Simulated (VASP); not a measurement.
Here is a VASP 6.6.1 calculation.

Contents of INCAR:

```
SYSTEM = CeO2
PREC = Accurate ; ENCUT = 520
EDIFF = 1E-6 ; ISMEAR = 0
SIGMA = 0.05 ; LREAL = .FALSE.
LASPH = .TRUE. ; NELM = 100
ALGO = Normal ; ISIF = 2
LWAVE = .FALSE. ; LCHARG = .FALSE.
GGA = PS ; IVDW = 12
NBANDS = 19
```

The input KPOINTS:

```
Automatic mesh
0
G
  8 8 8
  0 0 0
```

Contents of POSCAR:

```
CeO2
1.0
    0.0000000000      2.6842755474      2.6842755474
    2.6842755474      0.0000000000      2.6842755474
    2.6842755474      2.6842755474      0.0000000000
Ce O
1 2
Direct
    0.0000000000      0.0000000000      0.0000000000
    0.2500000000      0.2500000000      0.2500000000
    0.7500000000      0.7500000000      0.7500000000
```

Potentials or basis: VASP PAW PBE potentials, release 64 (Ce, O).

Launch:

```sh
$ cat potpaw_PBE.64/Ce/POTCAR potpaw_PBE.64/O/POTCAR > POTCAR
$ mpirun -np 1 vasp_std > vasp.out
```

**Question.** Predict the dispersion energy per atom.

**Answer.** -0.259 eV.

**Question.** What does it give for the pressure?

**Answer.** 0.0 GPa.

Caveat: the PAW data sets were made with another functional, which shifts forces and pressure a little; spin-orbit coupling is left out, which moves the levels of the heavy elements; semilocal functionals describe open f shells poorly, which spoils levels, moments and volumes. Spin polarisation is off, so any magnetic state and its effect on volume and gap are missing.
